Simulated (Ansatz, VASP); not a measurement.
# Two plane-wave programs on As

The input INCAR:

```
SYSTEM = As
ALGO = Normal
EDIFF = 1E-7
ENCUT = 520
GGA = PS
ISIF = 2
ISMEAR = 0
LASPH = .TRUE.
LCHARG = .TRUE.
LELF = .TRUE.
LREAL = .FALSE.
LVHAR = .TRUE.
LWAVE = .FALSE.
NBANDS = 12
NELM = 60
PREC = Accurate
SIGMA = 0.15
```

KPOINTS

```
k-points
0
G
  18 18 18
  0 0 0
```

File POSCAR:

```
As
1.0
    1.8515532156      1.0689947475      3.5903431000
   -1.8515532156      1.0689947475      3.5903431000
    0.0000000000     -2.1379894949      3.5903431000
As
2
Direct
    0.2275400000      0.2275400000      0.2275400000
    0.7724600000      0.7724600000      0.7724600000
```

Input for Ansatz:

```yaml
crystal:
  lattice:
    - [1.8515532156, 1.0689947475, 3.5903431]
    - [-1.8515532156, 1.0689947475, 3.5903431]
    - [0.0, -2.1379894949, 3.5903431]
  atoms:
    - { symbol: As, position: [0.22754, 0.22754, 0.22754] }
    - { symbol: As, position: [0.77246, 0.77246, 0.77246] }
basis:
  ecutwfc: 420
kpoints:
  mp_grid: { grid: [18, 18, 18] }
hamiltonian:
  xc: pbesol
scf:
  occupations: { method: gaussian, width: 0.15 }
output:
  forces: true
  stress: true
  eigenvalues: true
  write_density: true
  write_potential: true
  elf: true
  volumetric_format: npy
```

Change from the starting cell: strain -0.015 along x and y, +0.030 along z, atoms carried along.

Alike in both runs: task single point; functional PBEsol; k mesh 18 × 18 × 18; occupations gaussian, width 0.15 eV; no spin polarisation.

|  | VASP | Ansatz |
| --- | --- | --- |
| version | VASP 6.6.1 | Ansatz 0.2.0 |
| potentials or method | VASP PAW PBE potentials, release 64 (As), cutoff 520 eV | scalar-relativistic, plane waves, PAW |
| valence electrons in the cell | 10 | 30 |

|  | VASP | Ansatz | Ansatz less VASP |
| --- | --- | --- | --- |
| gap on the k mesh at the Fermi level (eV) | none | none | - |
| pressure (GPa) | 1.2 | 0.8 | -0.43 |
| traceless stress, the component that is largest in VASP (GPa) | -1.66 | -1.58 | +0.080 |
| rms of the force components (eV/Å) | 0.087 | 0.045 | -0.0419 |

VASP's potentials were made for PBE, not for PBEsol. Atom by atom the forces differ by 0.042 eV/Å (rms over components). A gap of «none» marks a metal or a gap that the smearing closes. VASP's potentials hold 10 valence electrons a cell and Ansatz's 30, so a difference there can come from the potentials and not from the codes.
